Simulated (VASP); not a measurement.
# LiF in VASP: single point with LDA

Aim: the single point of LiF with LDA.

All numbers are computed with VASP 6.6.1; they aren't measurements. Logs are shortened: lines on timing, memory, paths and dates and some standing lists are left out, and cuts for length are marked.

## 1. The cell of the first run

The cell holds a slab with vacuum, 4 atoms: a = 2.560 Å, b = 2.560 Å, c = 22.839 Å, α = 90.00°, β = 90.00°, γ = 90.00°.

## 2. Single point, LDA

INCAR reads:

```
ALGO = Normal
DIPOL = 0.5 0.5 0.500
EDIFF = 1E-6
ENCUT = 650
GGA = CA
GGA_COMPAT = F
IDIPOL = 3
ISIF = 2
ISMEAR = -1
LASPH = T
LCHARG = F
LDIPOL = T
LREAL = F
LWAVE = F
NBANDS = 18
NELM = 120
NELMDL = -8
PREC = Accurate
SIGMA = 0.15
```

KPOINTS reads:

```
k-points
0
Gamma
  5 5 1
```

POSCAR reads:

```
LiF
1.0
    2.5595330000      0.0000000000      0.0000000000
    0.0000000000      2.5595330000      0.0000000000
    0.0000000000      0.0000000000     22.8392995000
Li F
2 2
Direct
    0.0000000000      0.0000000000      0.4159497098
    0.0000000000      0.0000000000      0.5280167634
    0.5000000000      0.5000000000      0.4719832366
    0.5000000000      0.5000000000      0.5840502902
```

Potentials or basis: VASP PAW LDA potentials, release 64 (Li_sv, F).

On the command line:

```sh
$ cat potpaw_LDA.64/Li_sv/POTCAR potpaw_LDA.64/F/POTCAR > POTCAR
$ mpirun -np 1 vasp_std > vasp.out
```

OUTCAR:

```text
EDIFF = 1E-6
   ENCUT = 650
   GGA = CA
   ISIF = 2
   ISMEAR = -1
   LASPH = T
   LREAL = F
   NELM = 120
   NELMDL = -8
   PREC = Accurate

 ion  position               nearest neighbor table
   1  0.000  0.000  0.416-   3 2.22   3 2.22   3 2.22   3 2.22   2 2.56
   2  0.000  0.000  0.528-   3 2.22   3 2.22   3 2.22   3 2.22   4 2.22   4 2.22   4 2.22   4 2.22
                             1 2.56
   3  0.500  0.500  0.472-   2 2.22   2 2.22   2 2.22   2 2.22   1 2.22   1 2.22   1 2.22   1 2.22

   4  0.500  0.500  0.584-   2 2.22   2 2.22   2 2.22   2 2.22

  LATTYP: Found a simple tetragonal cell.
 ALAT       =     2.5595330000
 C/A-ratio  =     8.9232291594

  Lattice vectors:

 A1 = (   2.5595330000,   0.0000000000,   0.0000000000)
 A2 = (   0.0000000000,   2.5595330000,   0.0000000000)
 A3 = (   0.0000000000,   0.0000000000,  22.8392995000)

Analysis of symmetry for initial positions (statically):
=====================================================================
 Subroutine PRICEL returns:
 Original cell was already a primitive cell.

 Routine SETGRP: Setting up the symmetry group for a
 simple tetragonal supercell.

 Subroutine GETGRP returns: Found  8 space group operations
 (whereof  8 operations were pure point group operations)
 out of a pool of 16 trial point group operations.

The static configuration has the point symmetry C_4v.

Analysis of symmetry for dynamics (positions and initial velocities):
=====================================================================
 Subroutine PRICEL returns:
 Original cell was already a primitive cell.

 Routine SETGRP: Setting up the symmetry group for a
 simple tetragonal supercell.

 Subroutine GETGRP returns: Found  8 space group operations
 (whereof  8 operations were pure point group operations)
 out of a pool of 16 trial point group operations.

The dynamic configuration has the point symmetry C_4v.

 Subroutine INISYM returns: Found  8 space group operations
 (whereof  8 operations are pure point group operations),
 and found     1 'primitive' translations

----------------------------------------------------------------------------------------

                                     Primitive cell

  volume of cell :     149.6250

  direct lattice vectors                    reciprocal lattice vectors
     2.559533000  0.000000000  0.000000000     0.390696272  0.000000000  0.000000000
     0.000000000  2.559533000  0.000000000     0.000000000  0.390696272  0.000000000
     0.000000000  0.000000000 22.839299500     0.000000000  0.000000000  0.043784180
[... 76 lines left out ...]
   ISYM   =      2    0-nonsym 1-usesym 2-fastsym
   POTIM  = 0.5000    time-step for ionic-motion
   TEBEG  =    0.0;   TEEND  =   0.0 temperature during run
   PSTRESS=    0.0 pullay stress
   NELECT =      20.0000    total number of electrons
   NUPDOWN=      -1.0000    fix difference up-down
   EMIN   =  10.00;   EMAX   =-10.00  energy-range for DOS
   EFERMI =   0.00;   METHOD = LEGACY
   ISMEAR =    -1;   SIGMA  =   0.15  broadening in eV -4-tet -1-fermi 0-gaus
   EFERMI_NEDOS =   21; number of points for ismear=-14 and -15
   IALGO  =     38    algorithm
   IMIX   =      4    mixing-type and parameters
     AMIX     =   0.40;   BMIX     =  1.00
     AMIX_MAG =   1.60;   BMIX_MAG =  1.00
  volume/ion in A,a.u.               =      37.41       252.43
  Fermi-wavevector in a.u.,A,eV,Ry     =   0.837047  1.581790  9.532901  0.700648
  Thomas-Fermi vector in A             =   1.950873
   LORBIT       =      0    0 simple, 1 ext, 2 COOP (PROOUT), +10 PAW based schemes
   GGA     = CA    functional components
   LHFCALC =     F    Hartree Fock is set to
   AEXX    =    0.0000 exact exchange contribution
   IVDW    =     0    specifies the selected vdW correction
   LEPSILON=     F    determine dielectric tensor
   LRPA    =     F    only Hartree local field effects (RPA)
 non-spin polarized calculation
  energy-cutoff  :      650.00
  volume of cell :      149.63
 maximum number of plane-waves:      5671
 NGX is ok and might be reduce to    24
   NGX = 11   NGY = 11   NGZ = 95

 number of electron      20.0000010 magnetization

 dipolmoment           0.000000      0.000000      0.241044 electrons x Angstroem

 Free energy of the ion-electron system (eV)
  ---------------------------------------------------
  ext. energy  EPLUGINS =         0.00000000
  ---------------------------------------------------
  free energy    TOTEN  =       -16.34760438 eV

  energy without entropy =      -16.23283318  energy(sigma->0) =      -16.29021878

 E-fermi :  -5.2627     XC(G=0):  -3.2542

 val. band max:       -5.3442354653   @ k =   0.2000   0.0000   0.0000
 cond. band min:      -5.1901418731   @ k =   0.4000   0.0000   0.0000
 fundamental gap:      0.1540935922
 Fermi energy:        -5.2627127147

 k-point     1 :       0.0000    0.0000    0.0000
  band No.  band energies     occupation
      1     -51.7100      2.00000
      2     -48.3454      2.00000
      3     -29.1768      2.00000
      4     -25.0933      2.00000
      5     -11.5679      2.00000
      6      -9.4781      2.00000
[... 103 lines left out ...]
      5     -11.7006      2.00000
      6     -11.6121      2.00000
[... 10 lines left out ...]
     17       5.5420      0.00000
     18       6.4504      0.00000

------------------------ aborting loop because EDIFF is reached ----------------------------------------

 vacuum level on the upper side and lower side of the slab       (xc-potential included)         3.114        -3.367

  FORCE on cell =-STRESS in cart. coord.  units (eV):
  Direction    XX          YY          ZZ          XY          YZ          ZX
  --------------------------------------------------------------------------------------
  -------------------------------------------------------------------------------------
  Total       -1.3508638     -1.3508638     -3.6316568      0.0000000      0.0000000     -0.0000000
  in kB      -14.4649820    -14.4649820    -38.8875997      0.0000000      0.0000000     -0.0000000
  external PRESSURE =     -22.6058545 kB  Pullay stress =       0.0000000 kB

 VOLUME and BASIS-vectors are now :
 -----------------------------------------------------------------------------
  energy-cutoff  :      650.00
  volume of cell :      149.63
      direct lattice vectors                 reciprocal lattice vectors
     2.559533000  0.000000000  0.000000000     0.390696272  0.000000000  0.000000000
     0.000000000  2.559533000  0.000000000     0.000000000  0.390696272  0.000000000
     0.000000000  0.000000000 22.839299500     0.000000000  0.000000000  0.043784180

 POSITION                                       TOTAL-FORCE (eV/Angst)
 -----------------------------------------------------------------------------------
      0.00000      0.00000      9.50000         0.000000      0.000000      1.465520
      0.00000      0.00000     12.05953         0.000000      0.000000      2.106364
      1.27977      1.27977     10.77977         0.000000     -0.000000     -1.881239
      1.27977      1.27977     13.33930         0.000000     -0.000000     -1.690646
 -----------------------------------------------------------------------------------
    total drift:                                0.000000      0.000000     -0.001511

  FREE ENERGIE OF THE ION-ELECTRON SYSTEM (eV)
  ---------------------------------------------------
  free  energy   TOTEN  =       -16.3476043761 eV

  energy  without entropy=      -16.2328331797  energy(sigma->0) =      -16.29021878

 vacuum level on the upper side and lower side of the slab         5.547        -1.032
```

stdout:

```text
POSCAR found type information on POSCAR LiF
 POSCAR found :  2 types and       4 ions
 scaLAPACK will be used
 LDA part: xc-table for (Slater(with rela. corr.)+CA(PZ))
 , standard interpolation
 POSCAR, INCAR and KPOINTS ok, starting setup
 FFT: planning ... GRIDC
 FFT: planning ... GRID_SOFT
 FFT: planning ... GRID
 WAVECAR not read
 entering main loop
```

It took 59 s on 1 thread of AMD EPYC 7R43 (Zen 3), shared host; peak memory 0.21 GiB.

What came out:

- Free energy: -16.3476 eV
- Largest force: 2.106 eV/Å
- Band gap on the k mesh: zero (bands 10 and 11 overlap by 0.25 eV)

Forces in eV/Å, atoms in the order of the input:
```
Li   0.000  0.000  1.466
Li   0.000  0.000  2.106
F    0.000  0.000 -1.881
F    0.000  0.000 -1.691
```

Caveat: the k points lie up to 0.49 Å⁻¹ apart.
